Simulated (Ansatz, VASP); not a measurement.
## Na: VASP beside Ansatz

```
Na
1.0
     3.74500    0.00000    0.00000
    -1.87250    3.24326    0.00000
     0.00000    0.00000    6.10304
Na
2
Direct
  0.33333 0.66667 0.25000
  0.66667 0.33333 0.75000
```

Alike in both runs: functional PBE; k mesh 15 × 15 × 8; occupations gaussian, width 0.1 eV; no spin polarisation.

Ansatz relaxed the structure, and its values are those at the end. VASP's run is a single point on that final structure, the one shown.

|  | VASP | Ansatz |
| --- | --- | --- |
| version | VASP 6.6.1 | Ansatz 0.2.0 |
| potentials or method | VASP PAW PBE potentials, release 64 (Na_pv), cutoff 520 eV | scalar-relativistic, plane waves, PAW |
| valence electrons in the cell | 14 | 18 |

|  | VASP | Ansatz | Ansatz less VASP |
| --- | --- | --- | --- |
| gap on the k mesh at the Fermi level (eV) | none | none | - |
| pressure (GPa) | 0.0 | 0.0 | 0.00 |

A gap of «none» marks a metal or a gap that the smearing closes. VASP's potentials hold 14 valence electrons a cell and Ansatz's 18, so a difference there can come from the potentials and not from the codes.
